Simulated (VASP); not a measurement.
# Sb (Fm-3m) in VASP: a series of runs, part 2 of 2

VASP 6.6.1. Earlier steps stand in the parts before.

### Step 3. Single point, PBEsol (volume scaled by 0.88)

Contents of INCAR:

```
SYSTEM = Sb
PREC     = Accurate       ! precision mode
ENCUT    = 520            ! plane-wave cutoff, eV
EDIFF    = 1E-6           ! SCF threshold, eV
ISMEAR   = -1             ! smearing method
SIGMA    = 0.1            ! smearing width, eV
LREAL    = .FALSE.        ! projectors in reciprocal space
LASPH    = .TRUE.         ! aspherical terms in the spheres
NELM     = 100            ! most SCF steps
ALGO     = Normal         ! electronic algorithm
ISIF     = 2              ! what is computed and relaxed
LWAVE    = .FALSE.        ! write WAVECAR
LCHARG   = .TRUE.         ! write CHGCAR
GGA      = PS             ! functional
LELF     = .TRUE.         ! ELF
LVHAR    = .TRUE.       
NBANDS   = 8              ! bands
```

Contents of KPOINTS:

```
Automatic mesh
0
G
  13 13 13
  0 0 0
```

Contents of POSCAR:

```
Sb
1.0
    0.0000000000      2.2579601244      2.2579601244
    2.2579601244      0.0000000000      2.2579601244
    2.2579601244      2.2579601244      0.0000000000
Sb
1
Direct
    0.0000000000      0.0000000000      0.0000000000
```

Potentials or basis: VASP PAW PBE potentials, release 64 (Sb).

Run with:

```console
> cat potpaw_PBE.64/Sb/POTCAR > POTCAR
> mpirun -np 1 vasp_std > vasp.out
```

Wall time 10 s (1 thread of Intel Xeon 8259CL, shared host); peak memory 0.14 GiB.

It converged, with:

* Free energy: -4.2028 eV
* Pressure: 11.6 GPa

Levels at points of the mesh, in eV from the Fermi level:
```tsv
k point	band 1	band 2	band 3	band 4	band 5	band 6
(0.00, 0.00, 0.00)	-14.29	6.54	6.54	6.54	10.19	10.53
```

Caveat: the PAW data sets were made with another functional, which shifts forces and pressure a little; spin-orbit coupling is left out, which moves the levels of the heavy elements.

### Step 4. Single point, PBEsol (volume scaled by 0.92)

Contents of INCAR:

```
SYSTEM = Sb
PREC = Accurate
ENCUT = 520
EDIFF = 1E-6
ISMEAR = -1
SIGMA = 0.1
LREAL = .FALSE.
LASPH = .TRUE.
NELM = 100
ALGO = Normal
ISIF = 2
LWAVE = .FALSE.
LCHARG = .FALSE.
GGA = PS
NBANDS = 8
```

KPOINTS is that of step 3.

Contents of POSCAR:

```
Sb
1.0
    0.0000000000      2.2916659910      2.2916659910
    2.2916659910      0.0000000000      2.2916659910
    2.2916659910      2.2916659910      0.0000000000
Sb
1
Direct
    0.0000000000      0.0000000000      0.0000000000
```

Run with:

```console
> cat potpaw_PBE.64/Sb/POTCAR > POTCAR
> mpirun -np 1 vasp_std > vasp.out
```

Run time: 8.3 s. Hardware: 1 thread of Intel Xeon 8259CL, shared host; peak memory 0.15 GiB.

Results (log left out):

```
Free energy : -4.2624 eV
Pressure    : 6.8 GPa
```

Levels at points of the mesh, in eV from the Fermi level:
| k point | band 1 | band 2 | band 3 | band 4 | band 5 |
| --- | --- | --- | --- | --- | --- |
| (0.00, 0.00, 0.00) | -13.88 | 6.18 | 6.18 | 6.18 | 10.23 |

Caveat: the PAW data sets were made with another functional, which shifts forces and pressure a little; spin-orbit coupling is left out, which moves the levels of the heavy elements.

### Step 5. Single point, PBEsol (volume scaled by 0.96)

Contents of INCAR:

```
SYSTEM = Sb
PREC     = Accurate       ! precision mode
ENCUT    = 520            ! plane-wave cutoff, eV
EDIFF    = 1E-7           ! SCF threshold, eV
ISMEAR   = -1             ! smearing method
SIGMA    = 0.1            ! smearing width, eV
LREAL    = .False.        ! projectors in reciprocal space
LASPH    = .True.         ! aspherical terms in the spheres
NELM     = 80             ! most SCF steps
ALGO     = Normal         ! electronic algorithm
ISIF     = 2              ! what is computed and relaxed
LWAVE    = .False.        ! write WAVECAR
LCHARG   = .False.        ! write CHGCAR
GGA      = PS             ! functional
NBANDS   = 8              ! bands
```

Contents of KPOINTS:

```
regular mesh
0
Gamma
  13 13 13
  0 0 0
```

Contents of POSCAR:

```
Sb
1.0
    0.0000000000      2.3244085003      2.3244085003
    2.3244085003      0.0000000000      2.3244085003
    2.3244085003      2.3244085003      0.0000000000
Sb
1
Direct
    0.0000000000      0.0000000000      0.0000000000
```

Potentials or basis: VASP PAW PBE potentials, release 64 (Sb).

Run with:

```console
> cat potpaw_PBE.64/Sb/POTCAR > POTCAR
> mpirun -np 1 vasp_std > vasp.out
```

OUTCAR:

```text
SYSTEM = Sb
   PREC = Accurate
   ENCUT = 520
   EDIFF = 1E-7
   ISMEAR = -1
   LREAL = .False.
   LASPH = .True.
   NELM = 80
   ISIF = 2
   GGA = PS

 ion  position               nearest neighbor table
   1  0.000  0.000  0.000-

  LATTYP: Found a face centered cubic cell.
 ALAT       =     4.6488170006

  Lattice vectors:

 A1 = (   0.0000000000,   2.3244085003,   2.3244085003)
 A2 = (   2.3244085003,   0.0000000000,   2.3244085003)
 A3 = (   2.3244085003,   2.3244085003,   0.0000000000)

Analysis of symmetry for initial positions (statically):
=====================================================================
 Subroutine PRICEL returns:
 Original cell was already a primitive cell.

 Routine SETGRP: Setting up the symmetry group for a
 face centered cubic supercell.

 Subroutine GETGRP returns: Found 48 space group operations
 (whereof 48 operations were pure point group operations)
 out of a pool of 48 trial point group operations.

The static configuration has the point symmetry O_h .

Analysis of symmetry for dynamics (positions and initial velocities):
=====================================================================
[... 152 lines left out ...]

  energy without entropy =       -4.27036697  energy(sigma->0) =       -4.28223640

 E-fermi :   9.3022     XC(G=0): -10.6376

 val. band max:        9.2979845832   @ k =   0.3077   0.1538   0.0769
 cond. band min:       9.3195744380   @ k =   0.4615   0.2308   0.0000
 fundamental gap:      0.0215898548
 Fermi energy:         9.3022167607

 k-point     1 :       0.0000    0.0000    0.0000
  band No.  band energies     occupation
      1      -4.1939      2.00000
      2      15.1518      0.00000
      3      15.1518      0.00000
      4      15.1518      0.00000
      5      19.5377      0.00000
      6      19.5377      0.00000
      7      19.5377      0.00000
      8      19.5557      0.00000
[... 243 lines left out ...]
 k-point    24 :       0.4615    0.1538    0.0000
  band No.  band energies     occupation
      1      -0.4216      2.00000
      2       4.5889      2.00000
      3      10.9413      0.00000
      4      11.9815      0.00000
      5      15.9444      0.00000
      6      20.4968      0.00000
      7      20.7322      0.00000
      8      22.6577      0.00000

 [... further k-points ...]
[... 5 lines left out ...]
  --------------------------------------------------------------------------------------
  -------------------------------------------------------------------------------------
  Total        0.4769005      0.4769005      0.4769005     -0.0000000      0.0000000      0.0000000
  in kB       30.4208253     30.4208253     30.4208253     -0.0000000      0.0000000      0.0000000
  external PRESSURE =      30.4208253 kB  Pullay stress =       0.0000000 kB

 VOLUME and BASIS-vectors are now :
 -----------------------------------------------------------------------------
  energy-cutoff  :      520.00
  volume of cell :       25.12
      direct lattice vectors                 reciprocal lattice vectors
     0.000000000  2.324408500  2.324408500    -0.215108489  0.215108489  0.215108489
     2.324408500  0.000000000  2.324408500     0.215108489 -0.215108489  0.215108489
     2.324408500  2.324408500  0.000000000     0.215108489  0.215108489 -0.215108489

 POSITION                                       TOTAL-FORCE (eV/Angst)
 -----------------------------------------------------------------------------------
      0.00000      0.00000      0.00000         0.000000      0.000000     -0.000000
 -----------------------------------------------------------------------------------
    total drift:                                0.000000     -0.000000     -0.000000

  FREE ENERGIE OF THE ION-ELECTRON SYSTEM (eV)
  ---------------------------------------------------
  free  energy   TOTEN  =        -4.2941058365 eV

  energy  without entropy=       -4.2703669685  energy(sigma->0) =       -4.28223640
```

Wall time 10 s (1 thread of Intel Xeon 8259CL, shared host); peak memory 0.14 GiB.

Results:

```
Free energy : -4.2941 eV
Pressure    : 3.0 GPa
```

Caveat: the PAW data sets were made with another functional, which shifts forces and pressure a little; spin-orbit coupling is left out, which moves the levels of the heavy elements.

### Step 6. Overview

| cell | k mesh | gap on the mesh (eV) | pressure (GPa) |
| --- | --- | --- | --- |
| a = 3.332 Å, angles 60.0°, 1 atom | 11 × 11 × 11 | none | 0.0 |
| a = 3.193 Å, angles 60.0°, 1 atom | 13 × 13 × 13 | none | 11.6 |
| a = 3.241 Å, angles 60.0°, 1 atom | 13 × 13 × 13 | none | 6.8 |
| a = 3.287 Å, angles 60.0°, 1 atom | 13 × 13 × 13 | none | 3.0 |

Alike in all rows: task single point; level PBEsol; potentials or basis VASP PAW PBE potentials, release 64 (Sb); no spin polarisation; cutoff (eV) 520; smearing fermi-dirac 0.1 eV.

Caveats: the PAW data sets were made with another functional, which shifts forces and pressure a little; spin-orbit coupling is left out, which moves the levels of the heavy elements.

Absolute energies hang on the potentials; compare differences alone.
